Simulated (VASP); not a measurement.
# Ti (Fm-3m) in VASP: notebook

Ti is run at these levels: PBE; tasks: single point.

Program: VASP 6.6.1. These are calculated values, not measurements. Logs are shortened: lines on timing, memory, paths and dates and some standing lists are left out, and cuts for length are marked.

### 1 The cell of the first run

The structure is cubic, space group Fm-3m (No. 225). Conventional cell: a = 3.153 Å, b = 3.153 Å, c = 3.153 Å, α = 90.00°, β = 90.00°, γ = 90.00°. Within 2.9 Å of Ti (site symmetry m-3m) lie 12 Ti at 2.23 Å.

This isn't the form of Ti at room conditions, which is hcp.

### 2 Single point, PBE (7.83 Å³/atom)

The input, INCAR:

```
SYSTEM = Ti
ALGO = Normal
EDIFF = 1E-7
ENCUT = 520
GGA = PE
ISIF = 2
ISMEAR = -1
LASPH = .TRUE.
LCHARG = .FALSE.
LREAL = .FALSE.
LWAVE = .FALSE.
NBANDS = 12
NELM = 80
PREC = Accurate
SIGMA = 0.08
```

The input, KPOINTS:

```
k-points
0
G
  18 18 18
  0 0 0
```

The input, POSCAR:

```
Ti
1.0
    0.0000000000      1.5762846064      1.5762846064
    1.5762846064      0.0000000000      1.5762846064
    1.5762846064      1.5762846064      0.0000000000
Ti
1
Direct
    0.0000000000      0.0000000000      0.0000000000
```

Potentials or basis: VASP PAW PBE potentials, release 64 (Ti_sv).

Launch:

```console
$ cat potpaw_PBE.64/Ti_sv/POTCAR > POTCAR
$ mpirun -np 1 vasp_std > vasp.out
```

OUTCAR:

```text
SYSTEM = Ti
   EDIFF = 1E-7
   ENCUT = 520
   GGA = PE
   ISIF = 2
   ISMEAR = -1
   LASPH = .TRUE.
   LREAL = .FALSE.
   NELM = 80
   PREC = Accurate

 ion  position               nearest neighbor table
   1  0.000  0.000  0.000-

  LATTYP: Found a face centered cubic cell.
 ALAT       =     3.1525692128

  Lattice vectors:

 A1 = (   0.0000000000,   1.5762846064,   1.5762846064)
 A2 = (   1.5762846064,   0.0000000000,   1.5762846064)
 A3 = (   1.5762846064,   1.5762846064,   0.0000000000)

Analysis of symmetry for initial positions (statically):
=====================================================================
 Subroutine PRICEL returns:
 Original cell was already a primitive cell.

 Routine SETGRP: Setting up the symmetry group for a
 face centered cubic supercell.

 Subroutine GETGRP returns: Found 48 space group operations
 (whereof 48 operations were pure point group operations)
 out of a pool of 48 trial point group operations.

The static configuration has the point symmetry O_h .

Analysis of symmetry for dynamics (positions and initial velocities):
=====================================================================
 Subroutine PRICEL returns:
 Original cell was already a primitive cell.

 Routine SETGRP: Setting up the symmetry group for a
 face centered cubic supercell.

 Subroutine GETGRP returns: Found 48 space group operations
 (whereof 48 operations were pure point group operations)
 out of a pool of 48 trial point group operations.

The dynamic configuration has the point symmetry O_h .

 Subroutine INISYM returns: Found 48 space group operations
 (whereof 48 operations are pure point group operations),
 and found     1 'primitive' translations

----------------------------------------------------------------------------------------

                                     Primitive cell

  volume of cell :       7.8331

  direct lattice vectors                    reciprocal lattice vectors
     0.000000000  1.576284606  1.576284606    -0.317201601  0.317201601  0.317201601
     1.576284606  0.000000000  1.576284606     0.317201601 -0.317201601  0.317201601
     1.576284606  1.576284606  0.000000000     0.317201601  0.317201601 -0.317201601

  length of vectors
     2.229203069  2.229203069  2.229203069     0.549409288  0.549409288  0.549409288

  position of ions in fractional coordinates (direct lattice)
     0.000000000  0.000000000  0.000000000

  ion indices of the primitive-cell ions
   primitive index   ion index
                 1           1

----------------------------------------------------------------------------------------

 KPOINTS: k-points

Automatic generation of k-mesh.
 Grid dimensions read from file:
 generate k-points for:   18   18   18

 Generating k-lattice:

  Cartesian coordinates                     Fractional coordinates (reciprocal lattice)
    -0.017622311  0.017622311  0.017622311     0.055555556  0.000000000  0.000000000
     0.017622311 -0.017622311  0.017622311     0.000000000  0.055555556  0.000000000
     0.017622311  0.017622311 -0.017622311     0.000000000  0.000000000  0.055555556

  Length of vectors
     0.030522738  0.030522738  0.030522738

  Shift w.r.t. Gamma in fractional coordinates (k-lattice)
     0.000000000  0.000000000  0.000000000

 Subroutine IBZKPT returns following result:
 ===========================================

 Found    195 irreducible k-points:

 Following reciprocal coordinates:
            Coordinates               Weight
  0.000000  0.000000  0.000000      1.000000
  0.055556  0.000000  0.000000      8.000000
  0.111111  0.000000  0.000000      8.000000
  0.166667  0.000000  0.000000      8.000000
  0.222222  0.000000  0.000000      8.000000
  0.277778  0.000000  0.000000      8.000000
[... 16 lines left out ...]
 -0.277778  0.055556  0.000000     24.000000
 -0.222222  0.055556  0.000000     24.000000
 [... further k-points ...]
   k-points           NKPTS =    195   k-points in BZ     NKDIM =    195   number of bands    NBANDS=     12
   number of dos      NEDOS =    301   number of ions     NIONS =      1
   total plane-waves  NPLWV =   5832
   dimension x,y,z NGX =    18 NGY =   18 NGZ =   18
   dimension x,y,z NGXF=    36 NGYF=   36 NGZF=   36
   ions per type =               1
   NGX,Y,Z   is equivalent  to a cutoff of  13.42, 13.42, 13.42 a.u.
   NGXF,Y,Z  is equivalent  to a cutoff of  26.85, 26.85, 26.85 a.u.
 SYSTEM =  Ti
   PREC   = accura    normal or accurate (medium, high low for compatibility)
   ISTART =      0    job   : 0-new  1-cont  2-samecut
   ICHARG =      2    charge: 1-file 2-atom 10-const
   ISPIN  =      1    spin polarized calculation?
   LNONCOLLINEAR =      F non collinear calculations
   LSORBIT =      F    spin-orbit coupling
   LASPH  =      T    aspherical Exc in radial PAW
   ENCUT  =  520.0 eV  38.22 Ry    6.18 a.u.   4.14  4.14  4.14*2*pi/ulx,y,z
   NELM   =     80;   NELMIN=  2; NELMDL= -5     # of ELM steps
   EDIFF  = 0.1E-06   stopping-criterion for ELM
   LREAL  =      F    real-space projection
   EDIFFG = 0.1E-05   stopping-criterion for IOM
   NSW    =      0    number of steps for IOM
   IBRION =     -1    ionic relax: 0-MD 1-quasi-New 2-CG
   NFREE  =      0    steps in history (QN), initial steepest desc. (CG)
   ISIF   =      2    stress and relaxation
   ISYM   =      2    0-nonsym 1-usesym 2-fastsym
   POTIM  = 0.5000    time-step for ionic-motion
   TEBEG  =    0.0;   TEEND  =   0.0 temperature during run
   PSTRESS=    0.0 pullay stress
   NELECT =      12.0000    total number of electrons
   NUPDOWN=      -1.0000    fix difference up-down
   EMIN   =  10.00;   EMAX   =-10.00  energy-range for DOS
   EFERMI =   0.00;   METHOD = LEGACY
   ISMEAR =    -1;   SIGMA  =   0.08  broadening in eV -4-tet -1-fermi 0-gaus
   EFERMI_NEDOS =   21; number of points for ismear=-14 and -15
   IALGO  =     38    algorithm
   IMIX   =      4    mixing-type and parameters
     AMIX     =   0.40;   BMIX     =  1.00
     AMIX_MAG =   1.60;   BMIX_MAG =  1.00
  volume/ion in A,a.u.               =       7.83        52.86
  Fermi-wavevector in a.u.,A,eV,Ry     =   1.887226  3.566340 48.458817  3.561623
  Thomas-Fermi vector in A             =   2.929314
   LORBIT       =      0    0 simple, 1 ext, 2 COOP (PROOUT), +10 PAW based schemes
   GGA     = PE    functional components
   LHFCALC =     F    Hartree Fock is set to
   AEXX    =    0.0000 exact exchange contribution
   IVDW    =     0    specifies the selected vdW correction
   LEPSILON=     F    determine dielectric tensor
   LRPA    =     F    only Hartree local field effects (RPA)
 non-spin polarized calculation
  energy-cutoff  :      520.00
  volume of cell :        7.83
 maximum number of plane-waves:       222
 NGX is ok and might be reduce to    18
   NGX =  9   NGY =  9   NGZ =  9

 number of electron      11.9999998 magnetization

 Free energy of the ion-electron system (eV)
  ---------------------------------------------------
  ext. energy  EPLUGINS =         0.00000000
  ---------------------------------------------------
  free energy    TOTEN  =        -2.77055512 eV

  energy without entropy =       -2.75919228  energy(sigma->0) =       -2.76487370

 E-fermi :  19.9272     XC(G=0): -15.8641

 val. band max:       19.9231920449   @ k =  -0.3889   0.0556   0.0000
 cond. band min:      19.9289864600   @ k =   0.3889   0.1111   0.0556
 fundamental gap:      0.0057944151
 Fermi energy:        19.9271673741

 k-point     1 :       0.0000    0.0000    0.0000
  band No.  band energies     occupation
      1     -37.8717      2.00000
      2      -9.9706      2.00000
      3      -9.9706      2.00000
      4      -9.9706      2.00000
      5      14.4608      2.00000
      6      20.3798      0.00695
      7      20.3798      0.00695
      8      20.3798      0.00695
      9      24.8131      0.00000
     10      24.8131      0.00000
     11      39.5859      0.00000
     12      48.8441      0.00000

 k-point     2 :       0.0556    0.0000    0.0000
  band No.  band energies     occupation
      1     -37.8201      2.00000
      2     -10.1782      2.00000
      3      -9.9925      2.00000
      4      -9.9925      2.00000
      5      14.7042      2.00000
      6      20.2289      0.04497
      7      20.4789      0.00202
      8      20.4789      0.00202
      9      24.7234      0.00000
     10      24.7234      0.00000
     11      39.9832      0.00000
     12      47.7175      0.00000

 k-point     3 :       0.1111    0.0000    0.0000
  band No.  band energies     occupation
      1     -37.6693      2.00000
      2     -10.7617      2.00000
      3     -10.0551      2.00000
      4     -10.0551      2.00000
      5      15.3466      2.00000
      6      19.8913      1.22073
      7      20.7350      0.00008
      8      20.7350      0.00008
      9      24.5179      0.00000
     10      24.5179      0.00000
     11      41.0443      0.00000
     12      45.6997      0.00000
[... 286 lines left out ...]
 k-point    23 :      -0.2778    0.0556    0.0000
  band No.  band energies     occupation
      1     -36.6303      2.00000
      2     -13.9890      2.00000
      3     -10.6487      2.00000
      4     -10.3511      2.00000
      5      16.0535      2.00000
      6      20.6481      0.00024
      7      20.8450      0.00002
      8      21.8343      0.00000
      9      24.8729      0.00000
     10      26.5842      0.00000
     11      40.0662      0.00000
     12      45.5179      0.00000

 k-point    24 :      -0.2222    0.0556    0.0000
  band No.  band energies     occupation
      1     -36.9748      2.00000
      2     -12.9934      2.00000
      3     -10.5264      2.00000
      4     -10.2286      2.00000
      5      16.4502      2.00000
      6      20.3146      0.01565
      7      21.0862      0.00000
      8      21.1417      0.00000
      9      24.0863      0.00000
     10      25.6686      0.00000
     11      41.2259      0.00000
     12      45.1318      0.00000

 [... further k-points ...]
[... 5 lines left out ...]
  --------------------------------------------------------------------------------------
  -------------------------------------------------------------------------------------
  Total       14.4775316     14.4775316     14.4775316      0.0000000      0.0000000      0.0000000
  in kB     2961.2236230   2961.2236230   2961.2236230      0.0000000      0.0000000      0.0000000
  external PRESSURE =    2961.2236230 kB  Pullay stress =       0.0000000 kB

 VOLUME and BASIS-vectors are now :
 -----------------------------------------------------------------------------
  energy-cutoff  :      520.00
  volume of cell :        7.83
      direct lattice vectors                 reciprocal lattice vectors
     0.000000000  1.576284606  1.576284606    -0.317201601  0.317201601  0.317201601
     1.576284606  0.000000000  1.576284606     0.317201601 -0.317201601  0.317201601
     1.576284606  1.576284606  0.000000000     0.317201601  0.317201601 -0.317201601

 POSITION                                       TOTAL-FORCE (eV/Angst)
 -----------------------------------------------------------------------------------
      0.00000      0.00000      0.00000         0.000000     -0.000000      0.000000
 -----------------------------------------------------------------------------------
    total drift:                                0.000000     -0.000000     -0.000000

  FREE ENERGIE OF THE ION-ELECTRON SYSTEM (eV)
  ---------------------------------------------------
  free  energy   TOTEN  =        -2.7705551241 eV

  energy  without entropy=       -2.7591922803  energy(sigma->0) =       -2.76487370
```

Wall time 22 s (1 thread of Intel Xeon 8259CL, shared host); peak memory 0.13 GiB.

What came out:

| Quantity | Value |
| --- | --- |
| Free energy | -2.7706 eV |
| Pressure | 296.1 GPa |
| Band gap on the k mesh | zero (bands 6 and 7 overlap by 1.44 eV) |

Caveat: the cell stands under pressure.

[end of part 1 of 2]
